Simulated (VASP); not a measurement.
# C in VASP: further runs

C is run at these levels: r2SCAN; tasks: single point.

Everything below comes from runs of VASP 6.6.1. Logs are shortened: lines on timing, memory, paths and dates and some standing lists are left out, and cuts for length are marked.

## (1) The cell of the first run

The typed cell holds 8 atoms: a = 2.456 Å, b = 4.253 Å, c = 7.187 Å, α = 90.00°, β = 90.00°, γ = 90.00°.

## (2) Single point, r2SCAN (strain along c alone, the other axes held: +1.0 %, then relaxed in part)

File POSCAR:

```
C
1.0
    2.4562483271      0.0000000000      0.0000000000
    0.0000000000      4.2529223502      0.0000000000
    0.0000000000      0.0000000000      7.1867090960
C
8
Direct
    0.5000000000      0.4166335067      0.7500276324
    0.5000000000      0.9166335067      0.2499723676
    0.5000000000      0.5833664933      0.2499723676
    0.5000000000      0.0833664933      0.7500276324
    0.0000000000      0.9166335067      0.7500276324
    0.0000000000      0.4166335067      0.2499723676
    0.0000000000      0.0833664933      0.2499723676
    0.0000000000      0.5833664933      0.7500276324
```

File INCAR.step1:

```
SYSTEM = C
PREC = Accurate ; ENCUT = 520
ISMEAR = 0 ; SIGMA = 0.1
LREAL = .False. ; LASPH = .True.
NELM = 60 ; NBANDS = 26
GGA = PE ; ALGO = Normal
EDIFF = 1E-4 ; LWAVE = .True.
LCHARG = .False.
```

File INCAR.step2:

```
SYSTEM = C
PREC = Accurate ; ENCUT = 520
EDIFF = 1E-6 ; ISMEAR = 0
SIGMA = 0.1 ; LREAL = .False.
LASPH = .True. ; NELM = 60
ALGO = Normal ; ISIF = 2
LWAVE = .False. ; LCHARG = .False.
METAGGA = R2SCAN ; LMIXTAU = .True.
NBANDS = 26 ; ISTART = 1
```

File KPOINTS:

```
regular mesh
0
Gamma
  14 8 6
  0 0 0
```

Potentials or basis: VASP PAW PBE potentials, release 64 (C).

On the command line:

```bash
$ cat potpaw_PBE.64/C/POTCAR > POTCAR
$ cp INCAR.step1 INCAR
$ mpirun -np 1 vasp_std > vasp.out
$ cp INCAR.step2 INCAR
$ mpirun -np 1 vasp_std > vasp.out
```

OUTCAR:

```text
SYSTEM = C
   PREC = Accurate
   ENCUT = 520
   EDIFF = 1E-6
   ISMEAR = 0
   LREAL = .False.
   LASPH = .True.
   NELM = 60
   ISIF = 2
   METAGGA = R2SCAN
   ISTART = 1

 ion  position               nearest neighbor table
   1  0.500  0.417  0.750-   4 1.42   8 1.42   8 1.42
   2  0.500  0.917  0.250-   3 1.42   7 1.42   7 1.42
   3  0.500  0.583  0.250-   2 1.42   6 1.42   6 1.42
   4  0.500  0.083  0.750-   1 1.42   5 1.42   5 1.42
   5  0.000  0.917  0.750-   8 1.42   4 1.42   4 1.42
   6  0.000  0.417  0.250-   7 1.42   3 1.42   3 1.42
   7  0.000  0.083  0.250-   6 1.42   2 1.42   2 1.42
   8  0.000  0.583  0.750-   5 1.42   1 1.42   1 1.42

  LATTYP: Found a simple orthorhombic cell.
 ALAT       =     2.4562483271
 B/A-ratio  =     1.7314708384
 C/A-ratio  =     2.9258886476

  Lattice vectors:

 A1 = (   2.4562483271,   0.0000000000,   0.0000000000)
 A2 = (   0.0000000000,   4.2529223502,   0.0000000000)
 A3 = (   0.0000000000,   0.0000000000,   7.1867090960)

Analysis of symmetry for initial positions (statically):
=====================================================================
 Subroutine PRICEL returns following result:

  LATTYP: Found a base centered orthorhombic cell.
 ALAT       =     2.4562483271
 B/A-ratio  =     1.7314708384
 C/A-ratio  =     2.9258886476

  Lattice vectors:

 A1 = (   1.2281241635,  -2.1264611751,   0.0000000000)
 A2 = (   1.2281241635,   2.1264611751,   0.0000000000)
 A3 = (   0.0000000000,   0.0000000000,   7.1867090960)

   2 primitive cells build up your supercell.

 Routine SETGRP: Setting up the symmetry group for a
 simple orthorhombic supercell.

 Subroutine GETGRP returns: Found  8 space group operations
 (whereof  4 operations were pure point group operations)
 out of a pool of  8 trial point group operations.

The static configuration has the point symmetry C_2h.
 The point group associated with its full space group is D_2h.

Analysis of symmetry for dynamics (positions and initial velocities):
=====================================================================
 Subroutine PRICEL returns following result:

  LATTYP: Found a base centered orthorhombic cell.
 ALAT       =     2.4562483271
 B/A-ratio  =     1.7314708384
 C/A-ratio  =     2.9258886476

[... 115 lines left out ...]
   LNONCOLLINEAR =      F non collinear calculations
   LSORBIT =      F    spin-orbit coupling
   LASPH  =      T    aspherical Exc in radial PAW
   ENCUT  =  520.0 eV  38.22 Ry    6.18 a.u.   4.57  7.91 13.36*2*pi/ulx,y,z
   NELM   =     60;   NELMIN=  2; NELMDL=  0     # of ELM steps
   EDIFF  = 0.1E-05   stopping-criterion for ELM
   LREAL  =      F    real-space projection
   EDIFFG = 0.1E-04   stopping-criterion for IOM
   NSW    =      0    number of steps for IOM
   IBRION =     -1    ionic relax: 0-MD 1-quasi-New 2-CG
   NFREE  =      0    steps in history (QN), initial steepest desc. (CG)
   ISIF   =      2    stress and relaxation
   ISYM   =      2    0-nonsym 1-usesym 2-fastsym
   POTIM  = 0.5000    time-step for ionic-motion
   TEBEG  =    0.0;   TEEND  =   0.0 temperature during run
   PSTRESS=    0.0 pullay stress
   NELECT =      32.0000    total number of electrons
   NUPDOWN=      -1.0000    fix difference up-down
   EMIN   =  10.00;   EMAX   =-10.00  energy-range for DOS
   EFERMI =   0.00;   METHOD = LEGACY
   ISMEAR =     0;   SIGMA  =   0.10  broadening in eV -4-tet -1-fermi 0-gaus
   EFERMI_NEDOS =   21; number of points for ismear=-14 and -15
   IALGO  =     38    algorithm
   IMIX   =      4    mixing-type and parameters
     AMIX     =   0.40;   BMIX     =  1.00
     AMIX_MAG =   1.60;   BMIX_MAG =  1.00
  volume/ion in A,a.u.               =       9.38        63.33
  Fermi-wavevector in a.u.,A,eV,Ry     =   1.232050  2.328236 20.652915  1.517946
  Thomas-Fermi vector in A             =   2.366835
   LORBIT       =      0    0 simple, 1 ext, 2 COOP (PROOUT), +10 PAW based schemes
   METAGGA = R2SCAN    functional components
   LHFCALC =     F    Hartree Fock is set to
   AEXX    =    0.0000 exact exchange contribution
   IVDW    =     0    specifies the selected vdW correction
   LEPSILON=     F    determine dielectric tensor
   LRPA    =     F    only Hartree local field effects (RPA)
 non-spin polarized calculation
 Gauss-broadening in eV      SIGMA  =   0.10
  energy-cutoff  :      520.00
  volume of cell :       75.07
 maximum number of plane-waves:      2056
   NGX =  9   NGY = 15   NGZ = 27

 number of electron      32.0000007 magnetization

 Free energy of the ion-electron system (eV)
  ---------------------------------------------------
  ext. energy  EPLUGINS =         0.00000000
  ---------------------------------------------------
  free energy    TOTEN  =       -79.49449122 eV

  energy without entropy =      -79.49374407  energy(sigma->0) =      -79.49411764

 E-fermi :   4.0177     XC(G=0): -10.6516

 val. band max:        3.9522154752   @ k =   0.2857   0.0000   0.0000
 cond. band min:       4.0443438641   @ k =   0.3571   0.0000   0.0000
 fundamental gap:      0.0921283889
 Fermi energy:         4.0176612592

 k-point     1 :       0.0000    0.0000    0.0000
  band No.  band energies     occupation
      1     -16.8234      2.00000
      2     -16.6532      2.00000
      3     -11.2671      2.00000
      4     -11.1417      2.00000
      5     -10.0310      2.00000
      6      -9.9328      2.00000
[... 685 lines left out ...]
     25      14.2029      0.00000
     26      14.2029      0.00000

 [... further k-points ...]
[... 5 lines left out ...]
  --------------------------------------------------------------------------------------
  -------------------------------------------------------------------------------------
  Total        0.5386633      0.4143791     -0.1025645      0.0000000      0.0000000      0.0000000
  in kB       11.4957736      8.8433879     -2.1888593      0.0000000      0.0000000      0.0000000
  external PRESSURE =       6.0501007 kB  Pullay stress =       0.0000000 kB

 VOLUME and BASIS-vectors are now :
 -----------------------------------------------------------------------------
  energy-cutoff  :      520.00
  volume of cell :       75.07
      direct lattice vectors                 reciprocal lattice vectors
     2.456248327  0.000000000  0.000000000     0.407124959  0.000000000  0.000000000
     0.000000000  4.252922350  0.000000000     0.000000000  0.235132438  0.000000000
     0.000000000  0.000000000  7.186709096     0.000000000  0.000000000  0.139145746

 POSITION                                       TOTAL-FORCE (eV/Angst)
 -----------------------------------------------------------------------------------
      1.22812      1.77191      5.39023        -0.000000     -0.001164     -0.000066
      1.22812      3.89837      1.79648         0.000000     -0.001164      0.000066
      1.22812      2.48101      1.79648        -0.000000      0.001164      0.000066
      1.22812      0.35455      5.39023        -0.000000      0.001164     -0.000066
      0.00000      3.89837      5.39023         0.000000     -0.001164     -0.000066
      0.00000      1.77191      1.79648         0.000000     -0.001164      0.000066
      0.00000      0.35455      1.79648         0.000000      0.001164      0.000066
      0.00000      2.48101      5.39023         0.000000      0.001164     -0.000066
 -----------------------------------------------------------------------------------
    total drift:                                0.000000      0.000000      0.000000

  FREE ENERGIE OF THE ION-ELECTRON SYSTEM (eV)
  ---------------------------------------------------
  free  energy   TOTEN  =       -79.4944912150 eV

  energy  without entropy=      -79.4937440729  energy(sigma->0) =      -79.49411764
```

OUTCAR.step1:

```text
SYSTEM = C
   PREC = Accurate
   ENCUT = 520
   ISMEAR = 0
   LREAL = .False.
   LASPH = .True.
[... 960 lines left out ...]
      0.00000      1.77191      1.79648        -0.000000      0.003551      0.000105
      0.00000      0.35455      1.79648        -0.000000     -0.003551      0.000105
      0.00000      2.48101      5.39023        -0.000000     -0.003551     -0.000105
 -----------------------------------------------------------------------------------
    total drift:                                0.000000      0.000000      0.000000

  FREE ENERGIE OF THE ION-ELECTRON SYSTEM (eV)
  ---------------------------------------------------
  free  energy   TOTEN  =       -73.7448876870 eV

  energy  without entropy=      -73.7440723221  energy(sigma->0) =      -73.74448000
```

OSZICAR.step1:

```text
N       E                     dE             d eps       ncg     rms          rms(c)
DAV:   1     0.109082309543E+03    0.10908E+03   -0.16001E+04  8320   0.114E+03
DAV:   2    -0.697787331559E+02   -0.17886E+03   -0.16613E+03 10986   0.243E+02
DAV:   3    -0.786274932551E+02   -0.88488E+01   -0.87662E+01 10924   0.518E+01
DAV:   4    -0.787515806296E+02   -0.12409E+00   -0.12388E+00 10564   0.699E+00
DAV:   5    -0.787548269723E+02   -0.32463E-02   -0.32446E-02 10832   0.108E+00    0.128E+01
DAV:   6    -0.749544506767E+02    0.38004E+01   -0.33699E+00  9264   0.875E+00    0.751E+00
DAV:   7    -0.737256951363E+02    0.12288E+01   -0.40165E+00  9490   0.959E+00    0.210E+00
DAV:   8    -0.737453884261E+02   -0.19693E-01   -0.14118E-01  9612   0.177E+00    0.301E-01
DAV:   9    -0.737443001812E+02    0.10882E-02   -0.40512E-03 10828   0.330E-01    0.125E-01
DAV:  10    -0.737448914059E+02   -0.59122E-03   -0.11562E-03  9342   0.180E-01    0.810E-02
DAV:  11    -0.737448876870E+02    0.37189E-05   -0.19192E-05  7014   0.257E-02
   1 F= -.73744888E+02 E0= -.73744480E+02  d E =-.815365E-03
```

Run time: 10 min. Hardware: 1 thread of Oxide Virtual Turin-like, shared host; peak memory 0.29 GiB.

Results:

* Free energy: -79.4945 eV
* Pressure: 0.6 GPa
* Band gap on the k mesh: 0.09 eV

Levels at points of the mesh, in eV from the valence-band top:
```tsv
k point	band 14	band 15	band 16	band 17	band 18	band 19
(0.00, 0.00, 0.00)	-3.05	-2.85	-1.85	1.37	2.57	4.02
(0.50, 0.00, 0.00)	-3.27	-2.26	-2.26	2.80	2.80	3.64
(0.00, 0.50, 0.00)	-5.23	-5.20	-5.20	5.94	5.94	7.75
(0.50, 0.50, 0.00)	-2.43	-2.43	-2.43	2.06	2.06	2.06
(0.00, 0.00, 0.50)	-3.05	-2.37	-2.37	1.92	1.92	6.28
(0.50, 0.00, 0.50)	-2.79	-2.79	-2.79	3.20	3.20	3.20
(0.00, 0.50, 0.50)	-5.21	-5.21	-5.21	7.77	7.77	7.77
(0.50, 0.50, 0.50)	-2.38	-2.38	-2.38	1.93	1.93	1.93
```

Caveat: the cell differs from its parent crystal (strain along c alone, the other axes held: +1.0 %, then relaxed in part); the PAW data sets were made with another functional, which shifts forces and pressure a little.

## (3) Single point, r2SCAN (strain along c alone, the other axes held: +2.0 %, then relaxed in part)

POSCAR, as its differences from that of step 2:

```diff
@@ -4,3 +4,3 @@
     0.0000000000      4.2529223502      0.0000000000
-    0.0000000000      0.0000000000      7.1867090960
+    0.0000000000      0.0000000000      7.2578646316
 C
```

File INCAR.step1:

```
ALGO = Normal
EDIFF = 1E-4
ENCUT = 520
GGA = PE
ISMEAR = 0
LASPH = T
LCHARG = F
LREAL = F
LWAVE = T
NBANDS = 26
NELM = 80
PREC = Accurate
SIGMA = 0.1
```

File INCAR.step2:

```
ALGO = Normal
EDIFF = 1E-7
ENCUT = 520
ISIF = 2
ISMEAR = 0
ISTART = 1
LASPH = T
LCHARG = F
LMIXTAU = T
LREAL = F
LWAVE = F
METAGGA = R2SCAN
NBANDS = 26
NELM = 80
PREC = Accurate
SIGMA = 0.1
```

File KPOINTS:

```
k-points
0
Gamma
  14 8 6
```

Potentials or basis: VASP PAW PBE potentials, release 64 (C).

On the command line:

```bash
$ cat potpaw_PBE.64/C/POTCAR > POTCAR
$ cp INCAR.step1 INCAR
$ mpirun -np 1 vasp_std > vasp.out
$ cp INCAR.step2 INCAR
$ mpirun -np 1 vasp_std > vasp.out
```

Wall time 15 min (1 thread of Oxide Virtual Turin-like, shared host); peak memory 0.29 GiB.

The run converged. Its results:

- Free energy: -79.4937 eV
- Pressure: 0.6 GPa
- Largest force: 0.003 eV/Å
- Band gap on the k mesh: 0.13 eV

Forces on the atoms (eV/Å):
```
C    0.000 -0.003  0.000
C    0.000 -0.003  0.000
C    0.000  0.003  0.000
C    0.000  0.003  0.000
C    0.000 -0.003  0.000
C    0.000 -0.003  0.000
C    0.000  0.003  0.000
C    0.000  0.003  0.000
```

Stress tensor (GPa, compression positive):
```
 1.16  0.00  0.00
 0.00  0.89  0.00
 0.00  0.00 -0.37
```

Levels at points of the mesh, in eV from the valence-band top:
| k point | band 14 | band 15 | band 16 | band 17 | band 18 | band 19 |
| --- | --- | --- | --- | --- | --- | --- |
| (0.00, 0.00, 0.00) | -3.04 | -2.81 | -1.86 | 1.41 | 2.56 | 3.97 |
| (0.50, 0.00, 0.00) | -3.23 | -2.28 | -2.28 | 2.84 | 2.84 | 3.62 |
| (0.00, 0.50, 0.00) | -5.21 | -5.19 | -5.19 | 5.90 | 5.90 | 7.77 |
| (0.50, 0.50, 0.00) | -2.41 | -2.41 | -2.41 | 2.06 | 2.06 | 2.06 |
| (0.00, 0.00, 0.50) | -3.04 | -2.36 | -2.36 | 1.94 | 1.94 | 6.15 |
| (0.50, 0.00, 0.50) | -2.78 | -2.78 | -2.78 | 3.21 | 3.21 | 3.21 |
| (0.00, 0.50, 0.50) | -5.20 | -5.20 | -5.20 | 7.71 | 7.71 | 7.71 |
| (0.50, 0.50, 0.50) | -2.37 | -2.37 | -2.37 | 1.94 | 1.94 | 1.94 |

Caveat: the cell differs from its parent crystal (strain along c alone, the other axes held: +2.0 %, then relaxed in part); the PAW data sets were made with another functional, which shifts forces and pressure a little.
